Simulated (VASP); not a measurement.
Input of a VASP 6.6.1 run:

INCAR

```
SYSTEM = CO
ALGO = Normal ; EDIFF = 1E-7
EDIFFG = -0.01 ; ENCUT = 600
GGA = PE ; GGA_COMPAT = .FALSE.
IBRION = 2 ; ISIF = 3
ISMEAR = 0 ; LASPH = .TRUE.
LCHARG = .FALSE. ; LREAL = .FALSE.
LWAVE = .FALSE. ; NELM = 120
NELMIN = 4 ; NSW = 100
PREC = Accurate ; SIGMA = 0.1
```

File KPOINTS:

```
k-points
0
G
  14 14 12
  0 0 0
```

POSCAR

```
CO
1.0
    3.1217318116      0.0000000000      0.0000000000
    0.0000000000      3.1217318116      0.0000000000
    0.0000000000      0.0000000000      3.8263725419
C O
2 2
Direct
    0.0000000000      0.5000000000      0.1887448210
    0.5000000000      0.0000000000      0.8112551790
    0.0000000000      0.0000000000      0.0000000000
    0.5000000000      0.5000000000      0.0000000000
```

Potentials or basis: VASP PAW PBE potentials, release 64 (C, O).

Run with:

```bash
$ cat potpaw_PBE.64/C/POTCAR potpaw_PBE.64/O/POTCAR > POTCAR
$ mpirun -np 1 vasp_std > vasp.out
```

Problem. What does it give for the relaxed cell?

Solution. a = 3.117 Å, b = 3.117 Å, c = 3.702 Å, α = 90.00°, β = 90.00°, γ = 90.00°.

Problem. What does it give for the relaxed volume?

Solution. 8.99 Å³/atom.

Problem. What does it give for the space group after relaxing (to 0.1 Å)?

Solution. P4/nmm (No. 129).

Problem. Estimate the band gap on the k mesh.

Solution. Zero (bands 10 and 11 overlap by 0.07 eV).

Final structure:
```
C O
1.0
     3.11707    0.00000    0.00000
     0.00000    3.11707    0.00000
     0.00000    0.00000    3.70188
C O
2 2
Direct
  0.00000 0.50000 0.19632
  0.50000 0.00000 0.80368
  0.00000 0.00000 0.00000
  0.50000 0.50000 0.00000
```
